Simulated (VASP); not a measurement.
# Ge2Sb2Te5 (kn) (P-3m1) in VASP: single point with PBEsol

Aim: the single point of Ge2Sb2Te5 (kn) with PBEsol.

Everything below comes from runs of VASP 6.6.1. Logs are shortened: lines on timing, memory, paths and dates and some standing lists are left out, and cuts for length are marked.

## 1. The cell of the first run

It takes space group P-3m1 (No. 164, trigonal). The conventional cell has a = 4.224 Å, b = 4.224 Å, c = 16.878 Å, α = 90.00°, β = 90.00°, γ = 120.00°. Within 3.9 Å of Ge (site symmetry 3m) lie 6 Te at 2.95 to 2.97 Å. Within 3.9 Å of Sb (site symmetry 3m) lie 6 Te at 2.98 to 3.15 Å. Within 3.9 Å of Te (site symmetry -3m) lie 6 Ge at 2.97 Å. Te (site symmetry 3m) has 3 Ge at 2.95 Å and 3 Sb at 3.15 Å within 3.9 Å. Within 3.9 Å of Te (site symmetry 3m) lie 3 Sb at 2.98 Å and 3 Te at 3.67 Å.

## 2. Single point, PBEsol

INCAR reads:

```
ALGO     = Normal         # electronic algorithm
EDIFF    = 1E-6           # SCF threshold, eV
ENCUT    = 500            # plane-wave cutoff, eV
GGA      = PS             # functional
GGA_COMPAT= F            
ISIF     = 2              # what is computed and relaxed
ISMEAR   = 0              # smearing method
LASPH    = T              # aspherical terms in the spheres
LCHARG   = T              # write CHGCAR
LELF     = T              # ELF
LREAL    = F              # projectors in reciprocal space
LVHAR    = T            
LWAVE    = F              # write WAVECAR
NBANDS   = 44             # bands
NELM     = 120            # most SCF steps
PREC     = Accurate       # precision mode
SIGMA    = 0.01           # smearing width, eV
```

KPOINTS reads:

```
k-points
0
Gamma
  6 6 1
```

POSCAR reads:

```
Ge2Sb2Te5
1.0
    4.2235538465      0.0000000000      0.0000000000
   -2.1117769233      3.6577049253      0.0000000000
    0.0000000000      0.0000000000     16.8782955120
Ge Sb Te
2 2 5
Direct
    0.3333333333      0.6666666667      0.8996932468
    0.6666666667      0.3333333333      0.1003067532
    0.0000000000      0.0000000000      0.6830413988
    0.0000000000      0.0000000000      0.3169586012
    0.0000000000      0.0000000000      0.0000000000
    0.6666666667      0.3333333333      0.8015057250
    0.3333333333      0.6666666667      0.1984942750
    0.3333333333      0.6666666667      0.5810770653
    0.6666666667      0.3333333333      0.4189229347
```

Potentials or basis: VASP PAW PBE potentials, release 64 (Ge_d, Sb, Te).

Launch:

```bash
> cat potpaw_PBE.64/Ge_d/POTCAR potpaw_PBE.64/Sb/POTCAR potpaw_PBE.64/Te/POTCAR > POTCAR
> mpirun -np 1 vasp_std > vasp.out
```

OUTCAR:

```text
EDIFF = 1E-6
   ENCUT = 500
   GGA = PS
   ISIF = 2
   ISMEAR = 0
   LASPH = T
   LREAL = F
   NELM = 120
   PREC = Accurate

 ion  position               nearest neighbor table
   1  0.333  0.667  0.900-   6 2.95   6 2.95   6 2.95   5 2.97   5 2.97   5 2.97
   2  0.667  0.333  0.100-   7 2.95   7 2.95   7 2.95   5 2.97   5 2.97   5 2.97
   3  0.000  0.000  0.683-   8 2.98   8 2.98   8 2.98   6 3.15   6 3.15   6 3.15
   4  0.000  0.000  0.317-   9 2.98   9 2.98   9 2.98   7 3.15   7 3.15   7 3.15
   5  0.000  0.000  0.000-   1 2.97   2 2.97   2 2.97   1 2.97   2 2.97   1 2.97
   6  0.667  0.333  0.802-   1 2.95   1 2.95   1 2.95   3 3.15   3 3.15   3 3.15
   7  0.333  0.667  0.198-   2 2.95   2 2.95   2 2.95   4 3.15   4 3.15   4 3.15
   8  0.333  0.667  0.581-   3 2.98   3 2.98   3 2.98   9 3.67   9 3.67   9 3.67
   9  0.667  0.333  0.419-   4 2.98   4 2.98   4 2.98   8 3.67   8 3.67   8 3.67

  LATTYP: Found a hexagonal cell.
 ALAT       =     4.2235538465
 C/A-ratio  =     3.9962306923

  Lattice vectors:

 A1 = (   4.2235538465,   0.0000000000,   0.0000000000)
 A2 = (  -2.1117769233,   3.6577049253,   0.0000000000)
 A3 = (   0.0000000000,   0.0000000000,  16.8782955120)

Analysis of symmetry for initial positions (statically):
=====================================================================
 Subroutine PRICEL returns:
 Original cell was already a primitive cell.

 Routine SETGRP: Setting up the symmetry group for a
 hexagonal supercell.

 Subroutine GETGRP returns: Found 12 space group operations
 (whereof 12 operations were pure point group operations)
 out of a pool of 24 trial point group operations.

The static configuration has the point symmetry D_3d.

Analysis of symmetry for dynamics (positions and initial velocities):
=====================================================================
 Subroutine PRICEL returns:
 Original cell was already a primitive cell.

 Routine SETGRP: Setting up the symmetry group for a
 hexagonal supercell.

 Subroutine GETGRP returns: Found 12 space group operations
 (whereof 12 operations were pure point group operations)
 out of a pool of 24 trial point group operations.

The dynamic configuration has the point symmetry D_3d.

 Subroutine INISYM returns: Found 12 space group operations
 (whereof 12 operations are pure point group operations),
 and found     1 'primitive' translations

[... 97 lines left out ...]
   ISYM   =      2    0-nonsym 1-usesym 2-fastsym
   POTIM  = 0.5000    time-step for ionic-motion
   TEBEG  =    0.0;   TEEND  =   0.0 temperature during run
   PSTRESS=    0.0 pullay stress
   NELECT =      68.0000    total number of electrons
   NUPDOWN=      -1.0000    fix difference up-down
   EMIN   =  10.00;   EMAX   =-10.00  energy-range for DOS
   EFERMI =   0.00;   METHOD = LEGACY
   ISMEAR =     0;   SIGMA  =   0.01  broadening in eV -4-tet -1-fermi 0-gaus
   EFERMI_NEDOS =   21; number of points for ismear=-14 and -15
   IALGO  =     38    algorithm
   IMIX   =      4    mixing-type and parameters
     AMIX     =   0.40;   BMIX     =  1.00
     AMIX_MAG =   1.60;   BMIX_MAG =  1.00
  volume/ion in A,a.u.               =      28.97       195.51
  Fermi-wavevector in a.u.,A,eV,Ry     =   1.045938  1.976537 14.884594  1.093987
  Thomas-Fermi vector in A             =   2.180755
   LORBIT       =      0    0 simple, 1 ext, 2 COOP (PROOUT), +10 PAW based schemes
   GGA     = PS    functional components
   LHFCALC =     F    Hartree Fock is set to
   AEXX    =    0.0000 exact exchange contribution
   IVDW    =     0    specifies the selected vdW correction
   LEPSILON=     F    determine dielectric tensor
   LRPA    =     F    only Hartree local field effects (RPA)
 non-spin polarized calculation
 Gauss-broadening in eV      SIGMA  =   0.01
  energy-cutoff  :      500.00
  volume of cell :      260.74
 maximum number of plane-waves:      6643
 NGX is ok and might be reduce to    32
   NGX = 15   NGY = 15   NGZ = 61

 number of electron      67.9999993 magnetization

 Free energy of the ion-electron system (eV)
  ---------------------------------------------------
  ext. energy  EPLUGINS =         0.00000000
  ---------------------------------------------------
  free energy    TOTEN  =       -37.64237399 eV

  energy without entropy =      -37.64237399  energy(sigma->0) =      -37.64237399

 E-fermi :   6.7630     XC(G=0):  -9.7778

 val. band max:        6.7203312237   @ k =   0.0000   0.0000   0.0000
 cond. band min:       6.8580273327   @ k =   0.0000   0.0000   0.0000
 fundamental gap:      0.1376961090
 Fermi energy:         6.7629924030

 k-point     1 :       0.0000    0.0000    0.0000
  band No.  band energies     occupation
      1     -18.2411      2.00000
      2     -18.2411      2.00000
      3     -18.2401      2.00000
      4     -18.2401      2.00000
      5     -18.2333      2.00000
      6     -18.2333      2.00000
[... 318 lines left out ...]
     43      10.4706      0.00000
     44      11.9517      0.00000

------------------------ aborting loop because EDIFF is reached ----------------------------------------

  FORCE on cell =-STRESS in cart. coord.  units (eV):
  Direction    XX          YY          ZZ          XY          YZ          ZX
  --------------------------------------------------------------------------------------
  -------------------------------------------------------------------------------------
  Total       -0.3531998     -0.3531998     -0.2940147      0.0000000      0.0000000      0.0000000
  in kB       -2.1702796     -2.1702796     -1.8066098      0.0000000      0.0000000      0.0000000
  external PRESSURE =      -2.0490564 kB  Pullay stress =       0.0000000 kB

 VOLUME and BASIS-vectors are now :
 -----------------------------------------------------------------------------
  energy-cutoff  :      500.00
  volume of cell :      260.74
      direct lattice vectors                 reciprocal lattice vectors
     4.223553846  0.000000000  0.000000000     0.236767432  0.136697741  0.000000000
    -2.111776923  3.657704925  0.000000000     0.000000000  0.273395482  0.000000000
     0.000000000  0.000000000 16.878295512     0.000000000  0.000000000  0.059247689

 POSITION                                       TOTAL-FORCE (eV/Angst)
 -----------------------------------------------------------------------------------
     -0.00000      2.43847     15.18529         0.000000      0.000000     -0.056693
      2.11178      1.21923      1.69301        -0.000000      0.000000      0.056693
      0.00000      0.00000     11.52857        -0.000000      0.000000     -0.012285
      0.00000      0.00000      5.34972        -0.000000     -0.000000      0.012285
      0.00000      0.00000      0.00000        -0.000000      0.000000      0.000000
      2.11178      1.21923     13.52805         0.000000      0.000000      0.063836
     -0.00000      2.43847      3.35025        -0.000000      0.000000     -0.063836
     -0.00000      2.43847      9.80759         0.000000     -0.000000     -0.014464
      2.11178      1.21923      7.07071        -0.000000      0.000000      0.014464
 -----------------------------------------------------------------------------------
    total drift:                                0.000000      0.000000      0.000000

  FREE ENERGIE OF THE ION-ELECTRON SYSTEM (eV)
  ---------------------------------------------------
  free  energy   TOTEN  =       -37.6423739911 eV

  energy  without entropy=      -37.6423739911  energy(sigma->0) =      -37.64237399
```

stdout:

```text
POSCAR found type information on POSCAR GeSbTe
 POSCAR found :  3 types and       9 ions
 scaLAPACK will be used
 -----------------------------------------------------------------------------
|                                                                             |
|                                                                             |
|     You enforced a specific xc type in the INCAR file but a different       |
|     I HOPE YOU KNOW WHAT YOU ARE DOING!                                     |
|                                                                             |
 -----------------------------------------------------------------------------

 LDA part: xc-table for (Slater+PW92), standard interpolation
 POSCAR, INCAR and KPOINTS ok, starting setup
 FFT: planning ... GRIDC
 FFT: planning ... GRID_SOFT
 FFT: planning ... GRID
 WAVECAR not read
 entering main loop
```

Run time: 4.3 min. Hardware: 1 thread of Intel Xeon 8259CL, shared host; peak memory 0.39 GiB.

What came out:

* Free energy: -37.6424 eV
* Pressure: -0.2 GPa
* Largest force: 0.064 eV/Å
* Band gap on the k mesh: 0.14 eV, direct

Forces in eV/Å, atoms in the order of the input:
```
Ge   0.000  0.000 -0.057
Ge   0.000  0.000  0.057
Sb   0.000  0.000 -0.012
Sb   0.000  0.000  0.012
Te   0.000  0.000  0.000
Te   0.000  0.000  0.064
Te   0.000  0.000 -0.064
Te   0.000  0.000 -0.014
Te   0.000  0.000  0.014
```

Caveat: the PAW data sets were made with another functional, which shifts forces and pressure a little; spin-orbit coupling is left out, which moves the levels of the heavy elements. A k mesh can miss the band edges.
